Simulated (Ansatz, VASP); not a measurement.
# Two plane-wave programs on Co

File INCAR:

```
PREC = Accurate
ENCUT = 520
EDIFF = 1E-6
ISMEAR = -1
SIGMA = 0.1
LREAL = F
LASPH = T
NELM = 150
ALGO = Normal
ISIF = 2
LWAVE = F
LCHARG = T
ISPIN = 2
MAGMOM = 1.5 1.5
LORBIT = 11
LMAXMIX = 4
GGA = PE
LELF = T
LVHAR = T
NBANDS = 20
```

The input KPOINTS:

```
Automatic mesh
0
Gamma
  11 11 6
```

File POSCAR:

```
Co
1.0
    2.5053999800      0.0000000000      0.0000000000
   -1.2526999900      2.1697400300      0.0000000000
    0.0000000000      0.0000000000      4.0893000000
Co
2
Direct
    0.3333333300      0.6666666700      0.2500000000
    0.6666666700      0.3333333300      0.7500000000
```

Input for Ansatz:

```yaml
crystal:
  lattice:
    - [2.50539998, 0.0, 0.0]
    - [-1.25269999, 2.16974003, 0.0]
    - [0.0, 0.0, 4.0893]
  atoms:
    - { symbol: Co, position: [0.33333333, 0.66666667, 0.25], spin: 1.5 }
    - { symbol: Co, position: [0.66666667, 0.33333333, 0.75], spin: 1.5 }
magnetization:
  spin_polarized: true
hamiltonian:
  xc: pbe
  pseudopotentials: { kind: paw }
basis:
  ecutwfc: 420
kpoints:
  mp_grid: { grid: [11, 11, 6] }
scf:
  occupations: { method: fermi_dirac, width: 0.1 }
  lower_state_search: "off"
output:
  forces: true
  stress: true
  write_density: true
  write_potential: true
  elf: true
  volumetric_format: npy
```

Change from the starting cell: moments ++ scaled by 0.5, plain SCF.

Alike in both runs: task single point; functional PBE; k mesh 11 × 11 × 6; occupations fermi-dirac, width 0.1 eV; collinear spin.

|  | VASP | Ansatz |
| --- | --- | --- |
| version | VASP 6.6.1 | Ansatz 0.2.0 |
| potentials or method | VASP PAW PBE potentials, release 64 (Co), cutoff 520 eV | PAW, plane waves, scalar-relativistic |
| valence electrons in the cell | 18 | 34 |

|  | VASP | Ansatz | Ansatz less VASP |
| --- | --- | --- | --- |
| pressure (GPa) | -5.7 | -5.1 | +0.58 |
| traceless stress, the component that is largest in VASP (GPa) | -1.23 | -1.15 | +0.085 |
| net moment per atom (μB) | 1.58 | 1.59 | +0.008 |
| size of the moment on the site where the two differ most (μB) | 1.61 | 1.67 | +0.062 |

Site moments also hang on the region over which each program counts them. With one functional, cell and mesh, what is left measures potentials, basis and numerics. VASP's potentials hold 18 valence electrons a cell and Ansatz's 34, so a difference there can come from the potentials and not from the codes.
